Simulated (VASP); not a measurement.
Here is a VASP 6.6.1 calculation.

The input INCAR:

```
PREC = Accurate
ENCUT = 520
EDIFF = 1E-8
ISMEAR = -1
SIGMA = 0.03
LREAL = F
LASPH = T
NELM = 80
ALGO = Normal
ISIF = 2
LWAVE = F
LCHARG = F
GGA = PE
LEFG = T
NBANDS = 15
```

Contents of KPOINTS:

```
Automatic mesh
0
Gamma
  9 9 9
```

Contents of POSCAR:

```
CaO
1.0
   -0.0979600000      2.4000200000      2.4000200000
    2.4000200000     -0.0979600000      2.4000200000
    2.4000200000      2.4000200000     -0.0979600000
Ca O
1 1
Direct
    0.0000000000      0.0000000000      0.0000000000
    0.5000000000      0.5000000000      0.5000000000
```

Potentials or basis: VASP PAW PBE potentials, release 64 (Ca_sv, O).

Run with:

```sh
$ cat potpaw_PBE.64/Ca_sv/POTCAR potpaw_PBE.64/O/POTCAR > POTCAR
$ mpirun -np 1 vasp_std > vasp.out
```

Task: Predict the pressure.

Result: -3.5 GPa.

Task: What does it give for the band gap on the k mesh?

Result: 3.55 eV (least direct gap 3.96 eV).

Electric field gradients, principal values (V/Å²):
| atom | least | middle | greatest (by size) |
| --- | --- | --- | --- |
| 1 Ca | -5.377 | -5.377 | 10.754 |
| 2 O | 2.866 | 2.866 | -5.733 |

Caveat: the cell differs from its parent crystal (equal xy, yz and zx shear strains of -4 %); the cell stands under tension; without QUAD_EFG the Cq values of the log hold for a quadrupole moment of 1 mb, not for the nuclei. A k mesh can miss the band edges.
